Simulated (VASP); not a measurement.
Here is a VASP 6.6.1 calculation.

Contents of INCAR:

```
SYSTEM = ZnRe
PREC = Accurate ; ENCUT = 500
EDIFF = 1E-6 ; ISMEAR = -1
SIGMA = 0.05 ; LREAL = .False.
LASPH = .True. ; NELM = 120
ALGO = Normal ; ISIF = 2
LWAVE = .False. ; LCHARG = .False.
GGA = PE ; NBANDS = 20
GGA_COMPAT = .False.
```

Contents of KPOINTS:

```
regular mesh
0
Gamma
  11 11 6
  0 0 0
```

Contents of POSCAR:

```
ZnRe
1.0
    2.7433521705      0.0000000000      0.0000000000
   -1.3716760852      2.3758126712      0.0000000000
    0.0000000000      0.0000000000      4.4778028480
Re Zn
1 1
Direct
    0.3333333333      0.6666666667      0.5000000000
    0.0000000000      0.0000000000      0.0000000000
```

Potentials or basis: VASP PAW PBE potentials, release 64 (Re_sv_GW, Zn).

Run with:

```console
$ cat potpaw_PBE.64/Re_sv_GW/POTCAR potpaw_PBE.64/Zn/POTCAR > POTCAR
$ mpirun -np 1 vasp_std > vasp.out
```

(1) Estimate the pressure.

Answers

(1) -0.8 GPa.
